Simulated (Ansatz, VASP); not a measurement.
## Two plane-wave programs on HgTe

File INCAR:

```
SYSTEM = HgTe
ALGO = Normal ; EDIFF = 1E-8
ENCUT = 520 ; ISIF = 2
ISMEAR = -1 ; LASPH = .True.
LCHARG = .False. ; LEFG = .True.
LREAL = .False. ; LWAVE = .False.
NBANDS = 16 ; NELM = 100
PREC = Accurate ; SIGMA = 0.05
```

KPOINTS

```
k-points
0
Gamma
  13 13 13
  0 0 0
```

The input POSCAR:

```
HgTe
1.0
    0.0000000000      3.2235000000      3.2235000000
    3.2235000000      0.0000000000      3.2235000000
    3.2235000000      3.2235000000      0.0000000000
Hg Te
1 1
Direct
    0.0000000000      0.0000000000      0.0000000000
    0.2500000000      0.2500000000      0.2500000000
```

Input for Ansatz:

```yaml
crystal:
  lattice:
    - [0.0, 3.2235, 3.2235]
    - [3.2235, 0.0, 3.2235]
    - [3.2235, 3.2235, 0.0]
  atoms:
    - { symbol: Hg, position: [0.0, 0.0, 0.0] }
    - { symbol: Te, position: [0.25, 0.25, 0.25] }
kpoints:
  mp_grid: { grid: [13, 13, 13] }
scf:
  occupations: { method: fermi_dirac, width: 0.05 }
hamiltonian:
  xc: lda
  pseudopotentials: { kind: paw }
output:
  forces: true
  stress: true
  populations: true
  efg: { quadrupole_moments_barn: { Hg: 0.387 }, contact_densities: true }
```

Alike in both runs: task electric field gradients; functional LDA; k mesh 13 × 13 × 13; occupations fermi-dirac, width 0.05 eV; no spin polarisation.

|  | VASP | Ansatz |
| --- | --- | --- |
| version | VASP 6.6.1 | Ansatz 0.2.0 |
| potentials or method | VASP PAW LDA potentials, release 64 (Hg, Te) | plane-wave PAW, scalar-relativistic |
| plane-wave cutoff (eV) | 520 | 420 |
| valence electrons in the cell | 18 | 36 |

Ansatz gave:

```
pressure (GPa) : -0.3
```

Question: Which values does VASP return?

Answer: Pressure (GPa): 0.0.

LDA's correlation is that of Perdew and Zunger in VASP and of Perdew and Wang (1992) in Ansatz. VASP's potentials hold 18 valence electrons a cell and Ansatz's 36, so a difference there can come from the potentials and not from the codes.

Spin-orbit coupling is off throughout.
